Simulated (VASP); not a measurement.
Zn:

```
CELL_PARAMETERS angstrom
2.67000 0.00000 0.00000
-1.33500 2.31229 0.00000
0.00000 0.00000 4.96600
ATOMIC_POSITIONS crystal
Zn 0.33333 0.66667 0.25000
Zn 0.66667 0.33333 0.75000
```

| Item | Value |
| --- | --- |
| Program | VASP 6.6.1 |
| Task | relaxation of cell and atoms |
| Functional | r2SCAN |
| Potentials or basis | VASP PAW PBE potentials, release 64 (Zn) |
| Cutoff | 600 eV |
| k mesh | 11 × 11 × 5 |
| Occupations | fermi-dirac, width 0.05 eV |
| Spin | no spin polarisation |

At the start: pressure -4.5 GPa; volume 15.33 Å³/atom.

Problem. Where does the relaxation end?

Solution. Over 7 steps the energy falls by 29.8 meV/atom and the volume is 14.17 Å³/atom (-7.6 %); space group P6_3/mmc (No. 194, to 0.1 Å) before and after.

Step by step:
```
step  energy change (eV)  largest force (eV/Å)  pressure (GPa)  volume (Å³)
   1              0.0000                0.0000           -4.45        30.66
   2             -0.0309                0.0000            0.13        28.81
   3             -0.0310                0.0000            0.24        28.77
   4             -0.0368                0.0000            0.05        28.70
   5             -0.0567                0.0000           -0.01        28.46
   6             -0.0428                0.0000            2.20        27.88
   7             -0.0596                0.0000            0.05        28.33
```

Final structure:
```xyz
2
Lattice="2.6757 0.0000 0.0000 -1.3379 2.3172 0.0000 0.0000 0.0000 4.5698" Properties=species:S:1:pos:R:3 pbc="T T T"
Zn    0.0000    1.5448    1.1425
Zn    1.3379    0.7724    3.4274
```

Caveat: the PAW data sets were made with another functional, which shifts forces and pressure a little.
